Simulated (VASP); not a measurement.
Si4N, 5 atoms in the cell. Symmetry: Immm, No. 71, orthorhombic system. The conventional cell has a = 3.407 Å, b = 5.634 Å, c = 6.509 Å, α = 90.00°, β = 90.00°, γ = 90.00°. Within 2.7 Å of Si (site symmetry m) lie 4 Si at 2.03 to 2.19 Å and 3 N at 2.49 to 2.63 Å. Within 3.5 Å of N (site symmetry mmm) lie 12 Si at 2.49 to 2.63 Å and 2 N at 3.41 Å. The cell was built from a structure type or drawn by symmetry, and may not be a known phase.

```yaml
Program: VASP 6.6.1
Task: single point
Functional: PBE
Potentials_or_basis: VASP PAW PBE potentials, release 64 (Si, N)
Cutoff: 520 eV
k_mesh: 6 × 6 × 6
Occupations: gaussian, width 0.1 eV
Spin: collinear spin, ferromagnetic start
Starting_moments: "[0.0, 0.0, 0.0, 0.0, 1.0] μB"
Dipole_correction: no
Further_INCAR_settings: ALGO = Normal; EDIFF = 1e-06; NBANDS = 22
```

Potentials or basis: VASP PAW PBE potentials, release 64 (Si, N).

Launch:

```console
$ cat potpaw_PBE.64/Si/POTCAR potpaw_PBE.64/N/POTCAR > POTCAR
$ mpirun -np 1 vasp_std > vasp.out
```

Hardware: 1 thread of AMD EPYC 7R13, with other jobs on the host.

**Question.** How long does it take, and how much memory?

**Answer.** It took 5.1 min on 1 thread of AMD EPYC 7R13 (shared host), peak memory 0.25 GiB. Counts: scf iterations 18, k points 46.
